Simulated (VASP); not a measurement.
# Re (P6/mmm) in VASP: further runs, part 3 of 3

VASP 6.6.1. The steps go on from the part before.

### Step 4. Relaxation of cell and atoms, PBE

Input file INCAR:

```
SYSTEM = Re
PREC = Accurate
ENCUT = 600
EDIFF = 1E-6
ISMEAR = 0
SIGMA = 0.1
LREAL = .FALSE.
LASPH = .TRUE.
NELM = 60
ALGO = Fast
ISIF = 3
LWAVE = .FALSE.
LCHARG = .FALSE.
GGA = PE
IBRION = 2
NSW = 90
EDIFFG = -0.04
```

Input file KPOINTS:

```
Automatic mesh
0
G
  6 6 6
  0 0 0
```

Input file POSCAR:

```
Re
1.0
    3.8650874558      0.0000000000      0.0000000000
   -1.9325437279      3.3472639245      0.0000000000
    0.0000000000      0.0000000000      3.2946876203
Re
3
Direct
    0.3333333333      0.6666666667      0.5000000000
    0.0000000000      0.0000000000      0.0000000000
    0.6666666667      0.3333333333      0.5000000000
```

Potentials or basis: VASP PAW PBE potentials, release 64 (Re).

Run with:

```sh
$ cat potpaw_PBE.64/Re/POTCAR > POTCAR
$ mpirun -np 1 vasp_std > vasp.out
```

OUTCAR:

```text
SYSTEM = Re
   PREC = Accurate
   ENCUT = 600
   EDIFF = 1E-6
   ISMEAR = 0
   LREAL = .FALSE.
   LASPH = .TRUE.
   NELM = 60
   ISIF = 3
   GGA = PE
   IBRION = 2
   NSW = 90
   EDIFFG = -0.04

 ion  position               nearest neighbor table
   1  0.333  0.667  0.500-   3 2.23   3 2.23   3 2.23   2 2.77   2 2.77   2 2.77   2 2.77   2 2.77
                             2 2.77
   2  0.000  0.000  0.000-   1 2.77   3 2.77   1 2.77   3 2.77   1 2.77   1 2.77   3 2.77   3 2.77
                             3 2.77   3 2.77   1 2.77   1 2.77
   3  0.667  0.333  0.500-   1 2.23   1 2.23   1 2.23   2 2.77   2 2.77   2 2.77   2 2.77   2 2.77
                             2 2.77

  LATTYP: Found a hexagonal cell.
 ALAT       =     3.8650874558
 C/A-ratio  =     0.8524225281

  Lattice vectors:

 A1 = (   3.8650874558,   0.0000000000,   0.0000000000)
 A2 = (  -1.9325437279,   3.3472639245,   0.0000000000)
 A3 = (   0.0000000000,   0.0000000000,   3.2946876203)

Analysis of symmetry for initial positions (statically):
=====================================================================
 Subroutine PRICEL returns:
 Original cell was already a primitive cell.

 Routine SETGRP: Setting up the symmetry group for a
 hexagonal supercell.

 Subroutine GETGRP returns: Found 24 space group operations
 (whereof 24 operations were pure point group operations)
 out of a pool of 24 trial point group operations.

The static configuration has the point symmetry D_6h.

Analysis of symmetry for dynamics (positions and initial velocities):
=====================================================================
 Subroutine PRICEL returns:
 Original cell was already a primitive cell.

 Routine SETGRP: Setting up the symmetry group for a
 hexagonal supercell.

 Subroutine GETGRP returns: Found 24 space group operations
 (whereof 24 operations were pure point group operations)
 out of a pool of 24 trial point group operations.

The dynamic configuration has the point symmetry D_6h.

 Subroutine INISYM returns: Found 24 space group operations
 (whereof 24 operations are pure point group operations),
 and found     1 'primitive' translations

----------------------------------------------------------------------------------------

                                     Primitive cell

  volume of cell :      42.6249

  direct lattice vectors                    reciprocal lattice vectors
     3.865087456  0.000000000  0.000000000     0.258726358  0.149375732  0.000000000
    -1.932543728  3.347263924  0.000000000     0.000000000  0.298751465  0.000000000
     0.000000000  0.000000000  3.294687620     0.000000000  0.000000000  0.303518911

  length of vectors
     3.865087456  3.865087456  3.294687620     0.298751465  0.298751465  0.303518911

  position of ions in fractional coordinates (direct lattice)
     0.333333333  0.666666667  0.500000000
     0.000000000  0.000000000  0.000000000
     0.666666667  0.333333333  0.500000000

  ion indices of the primitive-cell ions
   primitive index   ion index
                 1           1
                 2           2
                 3           3

----------------------------------------------------------------------------------------

 KPOINTS: Automatic mesh

Automatic generation of k-mesh.
 Grid dimensions read from file:
[... 94 lines left out ...]
   LEPSILON=     F    determine dielectric tensor
   LRPA    =     F    only Hartree local field effects (RPA)
 conjugate gradient relaxation of ions
 non-spin polarized calculation
 RMM-DIIS sequential band-by-band and
 Gauss-broadening in eV      SIGMA  =   0.10
  energy-cutoff  :      600.00
  volume of cell :       42.62
 maximum number of plane-waves:      1442
 NGX is ok and might be reduce to    32
   NGX = 15   NGY = 15   NGZ = 13

--------------------------------------- Ionic step        1  -------------------------------------------

 number of electron      21.0000001 magnetization

 Free energy of the ion-electron system (eV)
  ---------------------------------------------------
  ext. energy  EPLUGINS =         0.00000000
  ---------------------------------------------------
  free energy    TOTEN  =       -32.65328694 eV

  energy without entropy =      -32.64218831  energy(sigma->0) =      -32.64773763

------------------------ aborting loop because EDIFF is reached ----------------------------------------

  FORCE on cell =-STRESS in cart. coord.  units (eV):
  Direction    XX          YY          ZZ          XY          YZ          ZX
  --------------------------------------------------------------------------------------
  -------------------------------------------------------------------------------------
  Total       27.0282479     27.0282479     -0.5758661      0.0000000      0.0000000      0.0000000
  in kB     1015.9327258   1015.9327258    -21.6455472      0.0000000      0.0000000      0.0000000
  external PRESSURE =     670.0733015 kB  Pullay stress =       0.0000000 kB
[... 24 lines left out ...]
--------------------------------------- Ionic step        2  -------------------------------------------

 number of electron      21.0000002 magnetization

 E-fermi :   1.6966     XC(G=0): -10.2550

 val. band max:        1.6846605630   @ k =   0.3333   0.0000   0.0000
 cond. band min:       1.7084215287   @ k =   0.1667   0.0000   0.0000
 fundamental gap:      0.0237609657
 Fermi energy:         1.6965692759

 k-point     1 :       0.0000    0.0000    0.0000
  band No.  band energies     occupation
      1      -4.0929      2.00000
      2      -0.8376      2.00000
      3      -0.2664      2.00000
      4       0.4163      2.00000
      5       0.4163      2.00000
      6       0.5286      2.00000
      7       0.5286      2.00000
      8       0.5377      2.00000
      9       1.2666      2.00000
     10       1.2666      2.00000
     11       1.8768      0.01083
     12       1.8768      0.01083
     13       1.9223      0.00141
     14       1.9223      0.00141
[... 379 lines left out ...]
      3      -0.3284      2.00000
      4      -0.0680      2.00000
      5       0.2197      2.00000
      6       0.4078      2.00000
      7       0.9201      2.00000
      8       1.1074      2.00000
      9       1.1911      2.00000
     10       1.6176      1.73619
     11       2.3116      0.00000
     12       2.6504      0.00000
     13       2.9241      0.00000
     14       4.0978      0.00000

 [... further k-points ...]

------------------------ aborting loop EDIFF was not reached (unconverged)  ----------------------------

  FORCE on cell =-STRESS in cart. coord.  units (eV):
  Direction    XX          YY          ZZ          XY          YZ          ZX
  --------------------------------------------------------------------------------------
  -------------------------------------------------------------------------------------
  Total      -26.7438472    -26.7438472    -23.7434080     -0.0000000      0.0000000      0.0000000
  in kB     -492.9770348   -492.9770348   -437.6690759     -0.0000000      0.0000000      0.0000000
  external PRESSURE =    -474.5410485 kB  Pullay stress =       0.0000000 kB
[... 55 lines left out ...]
  FREE ENERGIE OF THE ION-ELECTRON SYSTEM (eV)
  ---------------------------------------------------
  free  energy   TOTEN  =       -34.8833383872 eV

  energy  without entropy=      -34.8659763356  energy(sigma->0) =      -34.87465736

[... ionic steps 4 to 8 ...]

--------------------------------------- Ionic step        9  -------------------------------------------

 number of electron      21.0000001 magnetization

------------------------ aborting loop because EDIFF is reached ----------------------------------------
[... 69 lines left out ...]
--------------------------------------- Ionic step       11  -------------------------------------------

 number of electron      21.0000001 magnetization

 Free energy of the ion-electron system (eV)
  ---------------------------------------------------
  ext. energy  EPLUGINS =         0.00000000
  ---------------------------------------------------
  free energy    TOTEN  =       -36.78831985 eV

  energy without entropy =      -36.77272497  energy(sigma->0) =      -36.78052241

 E-fermi :   7.5077     XC(G=0): -13.5464

 val. band max:        7.4523839019   @ k =   0.3333   0.1667   0.3333
 cond. band min:       7.5228859771   @ k =   0.3333   0.0000   0.0000
 fundamental gap:      0.0705020752
 Fermi energy:         7.5077387509

 k-point     1 :       0.0000    0.0000    0.0000
  band No.  band energies     occupation
      1      -2.1197      2.00000
      2       1.8318      2.00000
      3       4.4358      2.00000
      4       4.7839      2.00000
      5       4.7839      2.00000
      6       4.8079      2.00000
      7       4.8079      2.00000
      8       5.6767      2.00000
      9       6.8042      2.00000
     10       6.8042      2.00000
     11       7.6482      0.04698
     12       7.6482      0.04698
     13       7.7034      0.00566
     14       7.7034      0.00566
[... 421 lines left out ...]
  FREE ENERGIE OF THE ION-ELECTRON SYSTEM (eV)
  ---------------------------------------------------
  free  energy   TOTEN  =       -36.7883198462 eV

  energy  without entropy=      -36.7727249654  energy(sigma->0) =      -36.78052241

 reached required accuracy - stopping structural energy minimisation
```

Run time: 4.2 min. Hardware: 1 thread of Intel Xeon Platinum 8488C (Sapphire Rapids), shared host; peak memory 0.18 GiB.

Results:

- Free energy: -36.7883 eV
- Relaxed volume: 15.16 Å³/atom
- Relaxed cell: a = 4.381 Å, b = 4.381 Å, c = 2.736 Å, α = 90.00°, β = 90.00°, γ = 120.00°
- Space group after relaxing (to 0.05 Å): P6/mmm (No. 191)
- Energy gained by relaxing: 1378.3 meV/atom
- Ionic steps: 11
- Pressure after relaxing: -0.1 GPa

The path:
| step | energy change (eV) | largest force (eV/Å) | pressure (GPa) | volume (Å³) |
| --- | --- | --- | --- | --- |
| 1 | 0.0000 | 0.0000 | 67.01 | 42.62 |
| 2 | 7.9353 | 0.0000 | -47.45 | 86.92 |
| 3 | -2.2301 | 0.0000 | -28.87 | 53.85 |
| 4 | -2.3792 | 0.0000 | -18.77 | 51.74 |
| 5 | -2.3870 | 0.0000 | -15.45 | 51.14 |
| 6 | -3.9881 | 0.0000 | 1.82 | 45.27 |
| 7 | -4.1103 | 0.0000 | -6.06 | 46.25 |
| 8 | -4.1043 | 0.0000 | -8.23 | 46.62 |
| 9 | -4.1117 | 0.0000 | -7.06 | 46.41 |
| 10 | -3.9401 | 0.0000 | 23.59 | 42.89 |
| 11 | -4.1350 | 0.0000 | -0.12 | 45.48 |

Final structure:
```xyz
3
Lattice="4.3810 0.0000 0.0000 -2.1905 3.7940 0.0000 0.0000 0.0000 2.7365" Properties=species:S:1:pos:R:3 pbc="T T T"
Re    0.0000    2.5293    1.3682
Re    0.0000    0.0000    0.0000
Re    2.1905    1.2647    1.3682
```

Caveat: spin-orbit coupling is left out, which moves the levels of the heavy elements.

### Step 5. Single point, PBE

This run uses another cell than the first one, of 15.20 Å³/atom, 1.069 times its volume.

Input file INCAR:

```
ALGO = Fast
EDIFF = 1E-6
ENCUT = 520
GGA = PE
ISIF = 2
ISMEAR = 0
LASPH = T
LCHARG = F
LREAL = F
LWAVE = F
NBANDS = 18
NELM = 80
PREC = Accurate
SIGMA = 0.1
```

Input file KPOINTS:

```
k-points
0
Gamma
  12 12 16
```

Input file POSCAR:

```
Re
1.0
    4.3794615363      0.0000000000      0.0000000000
   -2.1897307681      3.7927249453      0.0000000000
    0.0000000000      0.0000000000      2.7445114445
Re
3
Direct
    0.3333333333      0.6666666667      0.5000000000
    0.0000000000      0.0000000000      0.0000000000
    0.6666666667      0.3333333333      0.5000000000
```

Run with:

```sh
$ cat potpaw_PBE.64/Re/POTCAR > POTCAR
$ mpirun -np 1 vasp_std > vasp.out
```

Wall time 87 s (1 thread of Intel Xeon Platinum 8488C (Sapphire Rapids), shared host); peak memory 0.25 GiB.

The run converged. Its results:

```yaml
Free_energy: -36.7723 eV
Pressure: -0.8 GPa
```

Stress tensor (GPa, compression positive):
```
-1.07  0.00  0.00
 0.00 -1.07  0.00
 0.00  0.00 -0.28
```

Levels at points of the mesh, in eV from the Fermi level:
```csv
k point,band 7,band 8,band 9,band 10,band 11,band 12,band 13,band 14
"(0.00, 0.00, 0.00)",-2.74,-1.82,-0.74,-0.74,0.07,0.07,0.13,0.13
"(0.50, 0.00, 0.00)",-2.35,-1.72,-1.40,0.35,0.37,0.99,2.04,3.00
"(0.00, 0.00, 0.50)",-0.90,-0.90,-0.75,-0.75,2.82,2.82,3.77,3.77
"(0.50, 0.00, 0.50)",-2.14,-1.07,-0.82,-0.42,0.83,2.12,3.20,3.44
```

Caveat: spin-orbit coupling is left out, which moves the levels of the heavy elements.

### Step 6. Summary

```csv
task,cell,k mesh,cutoff (eV),gap on the mesh (eV),pressure (GPa)
single point,"a = 3.865, b = 3.865, c = 3.295 Å, angles 90.0, 90.0, 120.0°, 3 atoms",6 × 6 × 6,520,none,66.9
single point,"a = 4.385, b = 4.385, c = 2.735 Å, angles 90.0, 90.0, 120.0°, 3 atoms",6 × 6 × 6,520,none,-0.7
relaxation of cell and atoms,"relaxed from a = 3.865, b = 3.865, c = 3.295 Å, angles 90.0, 90.0, 120.0°, 3 atoms",6 × 6 × 6,600,none,-0.1
single point,"a = 4.379, b = 4.379, c = 2.745 Å, angles 90.0, 90.0, 120.0°, 3 atoms",12 × 12 × 16,520,none,-0.8
```

Alike in all rows: level PBE; potentials or basis VASP PAW PBE potentials, release 64 (Re); no spin polarisation; smearing gaussian 0.1 eV.

Caveats: some runs use coarse meshes; spin-orbit coupling is left out, which moves the levels of the heavy elements.

Absolute energies hang on the potentials; compare differences alone.
